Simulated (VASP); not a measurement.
# SiAg7Cl8 (a cell with a defect) in VASP: a series of runs

The runs below take SiAg7Cl8 (a cell with a defect) through single point, with PBEsol.

Program: VASP 6.6.1. These are calculated values, not measurements. Logs are shortened: lines on timing, memory, paths and dates and some standing lists are left out, and cuts for length are marked.

**1. The cell of the first run**

The cell holds a defect, 16 atoms: a = 7.704 Å, b = 7.704 Å, c = 7.704 Å, α = 60.00°, β = 60.00°, γ = 60.00°.

**2. Single point, PBEsol**

Contents of INCAR:

```
ALGO = Normal
EDIFF = 1E-6
ENCUT = 400
GGA = PS
GGA_COMPAT = False
ISIF = 2
ISMEAR = -1
ISYM = -1
LASPH = True
LCHARG = False
LREAL = Auto
LWAVE = False
NBANDS = 82
NELECT = 134.0
NELM = 120
PREC = Accurate
SIGMA = 0.05
```

Contents of KPOINTS:

```
explicit points
4
Reciprocal
  0.25000000   0.25000000   0.25000000 2
  0.25000000   0.25000000   0.75000000 2
  0.25000000   0.75000000   0.25000000 2
  0.25000000   0.75000000   0.75000000 2
```

Contents of POSCAR:

```
SiAg7Cl8
1.0
    0.0000000000      5.4477500000      5.4477500000
    5.4477500000      0.0000000000      5.4477500000
    5.4477500000      5.4477500000      0.0000000000
Cl Ag Si
8 7 1
Direct
    0.7518240000      0.2454330000      0.2532540000
    0.2434030000      0.7517190000      0.7555880000
    0.2508050000      0.7446200000      0.2491020000
    0.7524560000      0.2443530000      0.7454260000
    0.2533390000      0.2500920000      0.7483370000
    0.7521080000      0.7534740000      0.2405980000
    0.2503420000      0.2454290000      0.2520740000
    0.7517960000      0.7527660000      0.7462480000
    0.0004090000      0.0014700000      0.0025550000
    0.9929560000      0.0031000000      0.5008560000
    0.4912310000      0.5055500000      0.0047230000
    0.9953010000      0.4965240000      0.0072360000
    0.5016890000      0.0024820000      0.4998270000
    0.5047240000      0.9999820000      0.9994930000
    0.0002060000      0.5006610000      0.4988040000
    0.4948500000      0.4960150000      0.5091860000
```

Potentials or basis: VASP PAW PBE potentials, release 64 (Cl, Ag, Si).

On the command line:

```sh
> cat potpaw_PBE.64/Cl/POTCAR potpaw_PBE.64/Ag/POTCAR potpaw_PBE.64/Si/POTCAR > POTCAR
> mpirun -np 1 vasp_std > vasp.out
```

OUTCAR:

```text
EDIFF = 1E-6
   ENCUT = 400
   GGA = PS
   ISIF = 2
   ISMEAR = -1
   ISYM = -1
   LASPH = True
   LREAL = Auto
   NELECT = 134.0
   NELM = 120
   PREC = Accurate

 ion  position               nearest neighbor table
   1  0.752  0.245  0.253-  10 2.66  13 2.69  12 2.69   9 2.69  16 2.76  11 2.77
   2  0.243  0.752  0.756-   9 2.71  11 2.71  16 2.74  12 2.74  10 2.75  13 2.77
   3  0.251  0.745  0.249-  11 2.63  15 2.69   9 2.71  16 2.75  14 2.77  10 2.78
   4  0.752  0.244  0.745-  10 2.65  14 2.68  16 2.69  15 2.75   9 2.75  11 2.84
   5  0.253  0.250  0.748-  16 2.66  13 2.70   9 2.73  14 2.74  15 2.74  12 2.75
   6  0.752  0.753  0.241-  14 2.66  12 2.67   9 2.70  15 2.76  13 2.77  16 2.81
[... 8 lines left out ...]
  15  0.000  0.501  0.499-   3 2.69   8 2.72   7 2.73   5 2.74   4 2.75   6 2.76
  16  0.495  0.496  0.509-   5 2.66   4 2.69   2 2.74   3 2.75   1 2.76   6 2.81

IMPORTANT INFORMATION: All symmetrisations will be switched off!
NOSYMM: (Re-)initialisation of all symmetry stuff for point group C_1.

----------------------------------------------------------------------------------------

                                     Primitive cell

  volume of cell :     323.3564

  direct lattice vectors                    reciprocal lattice vectors
     0.000000000  5.447750000  5.447750000    -0.091781011  0.091781011  0.091781011
     5.447750000  0.000000000  5.447750000     0.091781011 -0.091781011  0.091781011
     5.447750000  5.447750000  0.000000000     0.091781011  0.091781011 -0.091781011

  length of vectors
     7.704281934  7.704281934  7.704281934     0.158969373  0.158969373  0.158969373

  position of ions in fractional coordinates (direct lattice)
     0.751824000  0.245433000  0.253254000
     0.243403000  0.751719000  0.755588000
     0.250805000  0.744620000  0.249102000
     0.752456000  0.244353000  0.745426000
     0.253339000  0.250092000  0.748337000
     0.752108000  0.753474000  0.240598000
[... 8 lines left out ...]
     0.000206000  0.500661000  0.498804000
     0.494850000  0.496015000  0.509186000

  ion indices of the primitive-cell ions
   primitive index   ion index
                 1           1
                 2           2
                 3           3
                 4           4
                 5           5
                 6           6
[... 8 lines left out ...]
                15          15
                16          16

----------------------------------------------------------------------------------------

 KPOINTS: explicit points

Read explicit list of k-points.

 Found      4 k-points:

 Following reciprocal coordinates:
            Coordinates               Weight
  0.250000  0.250000  0.250000      0.250000
  0.250000  0.250000  0.750000      0.250000
  0.250000  0.750000  0.250000      0.250000
  0.250000  0.750000  0.750000      0.250000
   k-points           NKPTS =      4   k-points in BZ     NKDIM =      4   number of bands    NBANDS=     82
   number of dos      NEDOS =    301   number of ions     NIONS =     16
   total plane-waves  NPLWV = 125000
   dimension x,y,z NGX =    50 NGY =   50 NGZ =   50
   dimension x,y,z NGXF=   100 NGYF=  100 NGZF=  100
   ions per type =               8   7   1
   NGX,Y,Z   is equivalent  to a cutoff of  10.79, 10.79, 10.79 a.u.
   NGXF,Y,Z  is equivalent  to a cutoff of  21.58, 21.58, 21.58 a.u.
 SYSTEM =  unknown system
   PREC   = accura    normal or accurate (medium, high low for compatibility)
   ISTART =      0    job   : 0-new  1-cont  2-samecut
   ICHARG =      2    charge: 1-file 2-atom 10-const
   ISPIN  =      1    spin polarized calculation?
   LNONCOLLINEAR =      F non collinear calculations
   LSORBIT =      F    spin-orbit coupling
   LASPH  =      T    aspherical Exc in radial PAW
   ENCUT  =  400.0 eV  29.40 Ry    5.42 a.u.  12.56 12.56 12.56*2*pi/ulx,y,z
   NELM   =    120;   NELMIN=  2; NELMDL= -5     # of ELM steps
   EDIFF  = 0.1E-05   stopping-criterion for ELM
   LREAL  =      T    real-space projection
   EDIFFG = 0.1E-04   stopping-criterion for IOM
   NSW    =      0    number of steps for IOM
   IBRION =     -1    ionic relax: 0-MD 1-quasi-New 2-CG
   NFREE  =      0    steps in history (QN), initial steepest desc. (CG)
   ISIF   =      2    stress and relaxation
   ISYM   =     -1    0-nonsym 1-usesym 2-fastsym
   POTIM  = 0.5000    time-step for ionic-motion
   TEBEG  =    0.0;   TEEND  =   0.0 temperature during run
   PSTRESS=    0.0 pullay stress
   NELECT =     134.0000    total number of electrons
   NUPDOWN=      -1.0000    fix difference up-down
   EMIN   =  10.00;   EMAX   =-10.00  energy-range for DOS
   EFERMI =   0.00;   METHOD = LEGACY
   ISMEAR =    -1;   SIGMA  =   0.05  broadening in eV -4-tet -1-fermi 0-gaus
   EFERMI_NEDOS =   21; number of points for ismear=-14 and -15
   IALGO  =     38    algorithm
   IMIX   =      4    mixing-type and parameters
     AMIX     =   0.40;   BMIX     =  1.00
     AMIX_MAG =   1.60;   BMIX_MAG =  1.00
  volume/ion in A,a.u.               =      20.21       136.38
  Fermi-wavevector in a.u.,A,eV,Ry     =   1.220532  2.306472 20.268585  1.489699
  Thomas-Fermi vector in A             =   2.355746
   LORBIT       =      0    0 simple, 1 ext, 2 COOP (PROOUT), +10 PAW based schemes
   GGA     = PS    functional components
   LHFCALC =     F    Hartree Fock is set to
   AEXX    =    0.0000 exact exchange contribution
   IVDW    =     0    specifies the selected vdW correction
   LEPSILON=     F    determine dielectric tensor
   LRPA    =     F    only Hartree local field effects (RPA)
 non-spin polarized calculation
  energy-cutoff  :      400.00
  volume of cell :      323.36
 maximum number of plane-waves:      5901
 NGX is ok and might be reduce to    50
   NGX = 25   NGY = 25   NGZ = 25

 number of electron     134.0000001 magnetization

 Free energy of the ion-electron system (eV)
  ---------------------------------------------------
  ext. energy  EPLUGINS =         0.00000000
  ---------------------------------------------------
  free energy    TOTEN  =       -63.33345870 eV

  energy without entropy =      -63.13994925  energy(sigma->0) =      -63.23670398

 E-fermi :   3.9836     XC(G=0): -10.2737

 val. band max:        3.9784414032   @ k =   0.2500   0.2500   0.2500
 cond. band min:       3.9887687289   @ k =   0.2500   0.2500   0.2500
 fundamental gap:      0.0103273257
 Fermi energy:         3.9835844380

 k-point     1 :       0.2500    0.2500    0.2500
  band No.  band energies     occupation
      1     -11.1979      2.00000
      2     -10.8419      2.00000
      3     -10.7982      2.00000
      4     -10.7494      2.00000
      5     -10.6993      2.00000
      6     -10.6569      2.00000
[... 71 lines left out ...]
     78       9.6678      0.00000
     79       9.8748      0.00000

 k-point     2 :       0.2500    0.2500    0.7500
  band No.  band energies     occupation
      1     -11.0570      2.00000
      2     -10.9256      2.00000
      3     -10.8261      2.00000
      4     -10.7729      2.00000
      5     -10.7108      2.00000
      6     -10.6693      2.00000
[... 71 lines left out ...]
     78       9.4135      0.00000
     79      10.3075      0.00000

 k-point     3 :       0.2500    0.7500    0.2500
  band No.  band energies     occupation
      1     -11.0629      2.00000
      2     -10.8979      2.00000
      3     -10.8271      2.00000
      4     -10.8076      2.00000
      5     -10.7167      2.00000
      6     -10.6455      2.00000
[... 71 lines left out ...]
     78       9.4247      0.00000
     79      10.3116      0.00000

 k-point     4 :       0.2500    0.7500    0.7500
  band No.  band energies     occupation
      1     -11.0559      2.00000
      2     -10.9285      2.00000
      3     -10.8198      2.00000
      4     -10.7724      2.00000
      5     -10.7264      2.00000
      6     -10.6577      2.00000
[... 71 lines left out ...]
     78       9.4192      0.00000
     79      10.3080      0.00000
 [bands above 79 left out]

------------------------ aborting loop because EDIFF is reached ----------------------------------------

  FORCE on cell =-STRESS in cart. coord.  units (eV):
  Direction    XX          YY          ZZ          XY          YZ          ZX
  --------------------------------------------------------------------------------------
  -------------------------------------------------------------------------------------
  Total      -37.5402439    -37.5493718    -37.5518821     -0.1416579     -0.1930261     -0.1934269
  in kB     -186.0056638   -186.0508910   -186.0633291     -0.7018912     -0.9564122     -0.9583982
  external PRESSURE =    -186.0399613 kB  Pullay stress =       0.0000000 kB

 VOLUME and BASIS-vectors are now :
 -----------------------------------------------------------------------------
  energy-cutoff  :      400.00
  volume of cell :      323.36
      direct lattice vectors                 reciprocal lattice vectors
     0.000000000  5.447750000  5.447750000    -0.091781011  0.091781011  0.091781011
     5.447750000  0.000000000  5.447750000     0.091781011 -0.091781011  0.091781011
     5.447750000  5.447750000  0.000000000     0.091781011  0.091781011 -0.091781011

 POSITION                                       TOTAL-FORCE (eV/Angst)
 -----------------------------------------------------------------------------------
      2.71672      5.47541      5.43281         0.237490     -0.144959      0.050110
      8.21143      5.44225      5.42118        -0.385627      0.001511      0.041990
      5.41355      2.72337      5.42283         0.130177      0.292403      0.039689
      5.39207      8.16009      5.43037         0.247961     -0.316234      0.113145
      5.43919      5.45688      2.74257         0.088951      0.022000      0.318677
      5.41546      5.40801      8.20203         0.089843      0.087983     -0.283197
[... 8 lines left out ...]
      5.44484      2.71848      2.72860         0.006694     -0.055354     -0.044152
      5.47608      5.46974      5.39798         0.030474     -0.005390     -0.010149
 -----------------------------------------------------------------------------------
    total drift:                               -0.000687      0.000240      0.000096

  FREE ENERGIE OF THE ION-ELECTRON SYSTEM (eV)
  ---------------------------------------------------
  free  energy   TOTEN  =       -63.3334587033 eV

  energy  without entropy=      -63.1399492546  energy(sigma->0) =      -63.23670398
```

Wall time 6.1 min (1 thread of Intel Xeon 8259CL, shared host); peak memory 0.36 GiB.

What came out:

| Property | Result |
| --- | --- |
| Free energy | -63.3335 eV |
| Largest force | 0.417 eV/Å |

Forces on the atoms (eV/Å):
```
Cl   0.237 -0.145  0.050
Cl  -0.386  0.002  0.042
Cl   0.130  0.292  0.040
Cl   0.248 -0.316  0.113
Cl   0.089  0.022  0.319
Cl   0.090  0.088 -0.283
Cl   0.015  0.036  0.011
Cl  -0.066 -0.003 -0.132
Ag  -0.026 -0.027 -0.036
Ag  -0.138  0.119  0.042
Ag  -0.143  0.026  0.032
Ag  -0.012 -0.013  0.062
Ag  -0.091 -0.003 -0.101
Ag   0.014 -0.016 -0.104
Ag   0.007 -0.055 -0.044
Si   0.030 -0.005 -0.010
```

Caveat: the cell carries a net charge on a neutralising background, which shifts energy and pressure; the cell is charged against a uniform background, so pressure and absolute levels hang on convention; the PAW data sets were made with another functional, which shifts forces and pressure a little.

[end of part 1 of 3]
